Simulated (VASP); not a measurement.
Write the native input for VASP 6.6.1 that does the following.

```yaml
Task: single point
Functional: revPBE
Potentials_or_basis: VASP PAW PBE potentials, release 64 (Ca_sv, F)
Cutoff: 600 eV
k_mesh: 8 × 8 × 8
Occupations: gaussian, width 0.01 eV
Spin: no spin polarisation
Dipole_correction: no
Further_INCAR_settings: ALGO = Normal; EDIFF = 1e-06; NBANDS = 19
```

The structure of CaF2 lies in POSCAR:

```
CaF2
1.0
    0.0000000000      2.7310000000      2.7310000000
    2.7310000000      0.0000000000      2.7310000000
    2.7310000000      2.7310000000      0.0000000000
Ca F
1 2
Direct
    0.0000000000      0.0000000000      0.0000000000
    0.2500000000      0.2500000000      0.2500000000
    0.7500000000      0.7500000000      0.7500000000
```

The input as run:

INCAR

```
PREC     = Accurate       # precision mode
ENCUT    = 600            # plane-wave cutoff, eV
EDIFF    = 1E-6           # SCF threshold, eV
ISMEAR   = 0              # smearing method
SIGMA    = 0.01           # smearing width, eV
LREAL    = False          # projectors in reciprocal space
LASPH    = True           # aspherical terms in the spheres
NELM     = 120            # most SCF steps
ALGO     = Normal         # electronic algorithm
ISIF     = 2              # what is computed and relaxed
LWAVE    = False          # write WAVECAR
LCHARG   = False          # write CHGCAR
GGA      = RE             # functional
NBANDS   = 19             # bands
GGA_COMPAT= False
```

KPOINTS

```
regular mesh
0
Gamma
  8 8 8
```

Potentials or basis: VASP PAW PBE potentials, release 64 (Ca_sv, F).

The run is started by

```bash
$ cat potpaw_PBE.64/Ca_sv/POTCAR potpaw_PBE.64/F/POTCAR > POTCAR
$ mpirun -np 1 vasp_std > vasp.out
```

It gave:

The pressure is 5.6 GPa. The band gap on the k mesh is 7.56 eV (least direct gap 7.82 eV).

Caveat: the cell stands under pressure; the PAW data sets were made with another functional, which shifts forces and pressure a little.

Wall time 28 s on 1 thread of AMD EPYC 7R43 64-Core Processor (Zen 3) (shared host), peak memory 0.15 GiB.
